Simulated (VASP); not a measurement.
# K (Pm-3m) in VASP: further runs, part 2 of 2

VASP 6.6.1. The steps go on from the part before.

**4. Single point, BLYP**

INCAR reads:

```
PREC     = Accurate       # precision mode
ENCUT    = 500            # plane-wave cutoff, eV
EDIFF    = 1E-6           # SCF threshold, eV
ISMEAR   = -1             # smearing method
SIGMA    = 0.15           # smearing width, eV
LREAL    = False          # projectors in reciprocal space
LASPH    = True           # aspherical terms in the spheres
NELM     = 120            # most SCF steps
ALGO     = Normal         # electronic algorithm
ISIF     = 2              # what is computed and relaxed
LWAVE    = False          # write WAVECAR
LCHARG   = False          # write CHGCAR
GGA      = B5             # functional
ALDAX    = 1.0          
AGGAX    = 1.0          
AGGAC    = 1.0          
ALDAC    = 0.0          
NBANDS   = 10             # bands
GGA_COMPAT= False
```

KPOINTS reads:

```
Automatic mesh
0
Gamma
  7 7 7
```

POSCAR reads:

```
K
1.0
    4.3104394900      0.0000000000      0.0000000000
    0.0000000000      4.3104394900      0.0000000000
    0.0000000000      0.0000000000      4.3104394900
K
1
Direct
    0.0000000000      0.0000000000      0.0000000000
```

Potentials or basis: VASP PAW PBE potentials, release 64 (K_sv).

Launch:

```sh
> cat potpaw_PBE.64/K_sv/POTCAR > POTCAR
> mpirun -np 1 vasp_std > vasp.out
```

OUTCAR:

```text
PREC = Accurate
   ENCUT = 500
   EDIFF = 1E-6
   ISMEAR = -1
   LREAL = False
   LASPH = True
   NELM = 120
   ISIF = 2
   GGA = B5

 ion  position               nearest neighbor table
   1  0.000  0.000  0.000-

  LATTYP: Found a simple cubic cell.
 ALAT       =     4.3104394900

  Lattice vectors:

 A1 = (   4.3104394900,   0.0000000000,   0.0000000000)
 A2 = (   0.0000000000,   4.3104394900,   0.0000000000)
 A3 = (   0.0000000000,   0.0000000000,   4.3104394900)

Analysis of symmetry for initial positions (statically):
=====================================================================
 Subroutine PRICEL returns:
 Original cell was already a primitive cell.

 Routine SETGRP: Setting up the symmetry group for a
 simple cubic supercell.

 Subroutine GETGRP returns: Found 48 space group operations
 (whereof 48 operations were pure point group operations)
 out of a pool of 48 trial point group operations.

The static configuration has the point symmetry O_h .

Analysis of symmetry for dynamics (positions and initial velocities):
=====================================================================
 Subroutine PRICEL returns:
 Original cell was already a primitive cell.

 Routine SETGRP: Setting up the symmetry group for a
 simple cubic supercell.

 Subroutine GETGRP returns: Found 48 space group operations
 (whereof 48 operations were pure point group operations)
 out of a pool of 48 trial point group operations.

The dynamic configuration has the point symmetry O_h .

 Subroutine INISYM returns: Found 48 space group operations
 (whereof 48 operations are pure point group operations),
 and found     1 'primitive' translations

----------------------------------------------------------------------------------------

                                     Primitive cell

  volume of cell :      80.0875

  direct lattice vectors                    reciprocal lattice vectors
     4.310439490  0.000000000  0.000000000     0.231994905  0.000000000  0.000000000
     0.000000000  4.310439490  0.000000000     0.000000000  0.231994905  0.000000000
     0.000000000  0.000000000  4.310439490     0.000000000  0.000000000  0.231994905

  length of vectors
     4.310439490  4.310439490  4.310439490     0.231994905  0.231994905  0.231994905

  position of ions in fractional coordinates (direct lattice)
     0.000000000  0.000000000  0.000000000

  ion indices of the primitive-cell ions
   primitive index   ion index
                 1           1

----------------------------------------------------------------------------------------

 KPOINTS: Automatic mesh

Automatic generation of k-mesh.
 Grid dimensions read from file:
 generate k-points for:    7    7    7

 Generating k-lattice:

  Cartesian coordinates                     Fractional coordinates (reciprocal lattice)
     0.033142129  0.000000000  0.000000000     0.142857143  0.000000000  0.000000000
     0.000000000  0.033142129  0.000000000     0.000000000  0.142857143  0.000000000
     0.000000000  0.000000000  0.033142129     0.000000000  0.000000000  0.142857143

  Length of vectors
     0.033142129  0.033142129  0.033142129

  Shift w.r.t. Gamma in fractional coordinates (k-lattice)
     0.000000000  0.000000000  0.000000000

 Subroutine IBZKPT returns following result:
 ===========================================

 Found     20 irreducible k-points:

 Following reciprocal coordinates:
            Coordinates               Weight
  0.000000  0.000000  0.000000      1.000000
  0.142857  0.000000  0.000000      6.000000
  0.285714  0.000000  0.000000      6.000000
  0.428571  0.000000  0.000000      6.000000
  0.142857  0.142857  0.000000     12.000000
  0.285714  0.142857  0.000000     24.000000
[... 12 lines left out ...]
  0.428571  0.428571  0.285714     24.000000
  0.428571  0.428571  0.428571      8.000000
   k-points           NKPTS =     20   k-points in BZ     NKDIM =     20   number of bands    NBANDS=     10
   number of dos      NEDOS =    301   number of ions     NIONS =      1
   total plane-waves  NPLWV =  32768
   dimension x,y,z NGX =    32 NGY =   32 NGZ =   32
   dimension x,y,z NGXF=    64 NGYF=   64 NGZF=   64
   ions per type =               1
   NGX,Y,Z   is equivalent  to a cutoff of  12.34, 12.34, 12.34 a.u.
   NGXF,Y,Z  is equivalent  to a cutoff of  24.68, 24.68, 24.68 a.u.
 SYSTEM =  unknown system
   PREC   = accura    normal or accurate (medium, high low for compatibility)
   ISTART =      0    job   : 0-new  1-cont  2-samecut
   ICHARG =      2    charge: 1-file 2-atom 10-const
   ISPIN  =      1    spin polarized calculation?
   LNONCOLLINEAR =      F non collinear calculations
   LSORBIT =      F    spin-orbit coupling
   LASPH  =      T    aspherical Exc in radial PAW
   ENCUT  =  500.0 eV  36.75 Ry    6.06 a.u.   7.86  7.86  7.86*2*pi/ulx,y,z
   NELM   =    120;   NELMIN=  2; NELMDL= -5     # of ELM steps
   EDIFF  = 0.1E-05   stopping-criterion for ELM
   LREAL  =      F    real-space projection
   EDIFFG = 0.1E-04   stopping-criterion for IOM
   NSW    =      0    number of steps for IOM
   IBRION =     -1    ionic relax: 0-MD 1-quasi-New 2-CG
   NFREE  =      0    steps in history (QN), initial steepest desc. (CG)
   ISIF   =      2    stress and relaxation
   ISYM   =      2    0-nonsym 1-usesym 2-fastsym
   POTIM  = 0.5000    time-step for ionic-motion
   TEBEG  =    0.0;   TEEND  =   0.0 temperature during run
   PSTRESS=    0.0 pullay stress
   NELECT =       9.0000    total number of electrons
   NUPDOWN=      -1.0000    fix difference up-down
   EMIN   =  10.00;   EMAX   =-10.00  energy-range for DOS
   EFERMI =   0.00;   METHOD = LEGACY
   ISMEAR =    -1;   SIGMA  =   0.15  broadening in eV -4-tet -1-fermi 0-gaus
   EFERMI_NEDOS =   21; number of points for ismear=-14 and -15
   IALGO  =     38    algorithm
   IMIX   =      4    mixing-type and parameters
     AMIX     =   0.40;   BMIX     =  1.00
     AMIX_MAG =   1.60;   BMIX_MAG =  1.00
  volume/ion in A,a.u.               =      80.09       540.46
  Fermi-wavevector in a.u.,A,eV,Ry     =   0.790013  1.492908  8.491671  0.624120
  Thomas-Fermi vector in A             =   1.895269
   LORBIT       =      0    0 simple, 1 ext, 2 COOP (PROOUT), +10 PAW based schemes
   GGA     = B5    functional components
   LHFCALC =     F    Hartree Fock is set to
   AEXX    =    0.0000 exact exchange contribution
   IVDW    =     0    specifies the selected vdW correction
   LEPSILON=     F    determine dielectric tensor
   LRPA    =     F    only Hartree local field effects (RPA)
 non-spin polarized calculation
  energy-cutoff  :      500.00
  volume of cell :       80.09
 maximum number of plane-waves:      2048
 NGX is ok and might be reduce to    32
   NGX = 15   NGY = 15   NGZ = 15

 number of electron       9.0000003 magnetization

 Free energy of the ion-electron system (eV)
  ---------------------------------------------------
  ext. energy  EPLUGINS =         0.00000000
  ---------------------------------------------------
  free energy    TOTEN  =        -0.64918930 eV

  energy without entropy =       -0.59255019  energy(sigma->0) =       -0.62086974

 E-fermi :   0.1332     XC(G=0):  -5.0264

 val. band max:        0.0093156284   @ k =   0.4286   0.1429   0.1429
 cond. band min:       0.1942984573   @ k =   0.2857   0.2857   0.2857
 fundamental gap:      0.1849828289
 Fermi energy:         0.1332076893

 k-point     1 :       0.0000    0.0000    0.0000
  band No.  band energies     occupation
      1     -32.2699      2.00000
      2     -15.7970      2.00000
      3     -15.7970      2.00000
      4     -15.7970      2.00000
      5      -1.9048      2.00000
      6       2.8521      0.00000
      7       2.8521      0.00000
      8       5.9550      0.00000
      9       5.9550      0.00000
     10       5.9551      0.00000

 k-point     2 :       0.1429    0.0000    0.0000
  band No.  band energies     occupation
      1     -32.2691      2.00000
      2     -15.8131      2.00000
      3     -15.7956      2.00000
      4     -15.7956      2.00000
      5      -1.7162      1.99999
      6       2.6785      0.00000
      7       2.9374      0.00000
      8       5.4233      0.00000
      9       5.4233      0.00000
     10       5.8567      0.00000
[... 222 lines left out ...]
 k-point    20 :       0.4286    0.4286    0.4286
  band No.  band energies     occupation
      1     -32.2580      2.00000
      2     -15.8592      2.00000
      3     -15.8588      2.00000
      4     -15.8588      2.00000
      5       2.0098      0.00001
      6       2.4472      0.00000
      7       2.4472      0.00000
      8       3.8869      0.00000
      9       4.2335      0.00000
     10       4.2335      0.00000

------------------------ aborting loop because EDIFF is reached ----------------------------------------

  FORCE on cell =-STRESS in cart. coord.  units (eV):
  Direction    XX          YY          ZZ          XY          YZ          ZX
  --------------------------------------------------------------------------------------
  -------------------------------------------------------------------------------------
  Total        0.0851775      0.0851775      0.0851775      0.0000000      0.0000000     -0.0000000
  in kB        1.7040047      1.7040047      1.7040047      0.0000000      0.0000000     -0.0000000
  external PRESSURE =       1.7040047 kB  Pullay stress =       0.0000000 kB

 VOLUME and BASIS-vectors are now :
 -----------------------------------------------------------------------------
  energy-cutoff  :      500.00
  volume of cell :       80.09
      direct lattice vectors                 reciprocal lattice vectors
     4.310439490  0.000000000  0.000000000     0.231994905  0.000000000  0.000000000
     0.000000000  4.310439490  0.000000000     0.000000000  0.231994905  0.000000000
     0.000000000  0.000000000  4.310439490     0.000000000  0.000000000  0.231994905

 POSITION                                       TOTAL-FORCE (eV/Angst)
 -----------------------------------------------------------------------------------
      0.00000      0.00000      0.00000         0.000000      0.000000      0.000000
 -----------------------------------------------------------------------------------
    total drift:                                0.000000     -0.000000      0.000000

  FREE ENERGIE OF THE ION-ELECTRON SYSTEM (eV)
  ---------------------------------------------------
  free  energy   TOTEN  =        -0.6491892970 eV

  energy  without entropy=       -0.5925501909  energy(sigma->0) =       -0.62086974
```

Wall time 9 s (1 thread of Intel Xeon 6975P-C (Granite Rapids), shared host); peak memory 0.16 GiB.

What came out:

```yaml
Free_energy: -0.6492 eV
Pressure: 0.2 GPa
```

Levels at points of the mesh, in eV from the Fermi level:
```csv
k point,band 1,band 2,band 3,band 4,band 5,band 6,band 7,band 8,band 9,band 10
"(0.00, 0.00, 0.00)",-32.40,-15.93,-15.93,-15.93,-2.04,2.72,2.72,5.82,5.82,5.82
```

Caveat: the PAW data sets were made with another functional, which shifts forces and pressure a little.

**5. The runs side by side**

```tsv
level	potentials or basis	gap on the mesh (eV)	pressure (GPa)
PBEsol	VASP PAW PBE potentials, release 64 (K_sv)	none	-0.1
LDA	VASP PAW LDA potentials, release 64 (K_sv)	none	-0.4
BLYP	VASP PAW PBE potentials, release 64 (K_sv)	none	0.2
```

Alike in all rows: task single point; no spin polarisation; cell as given; k mesh 7 × 7 × 7; cutoff (eV) 500; smearing fermi-dirac 0.15 eV.

Caveats: the PAW data sets were made with another functional, which shifts forces and pressure a little (some runs).

Absolute energies hang on the potentials; compare differences alone.
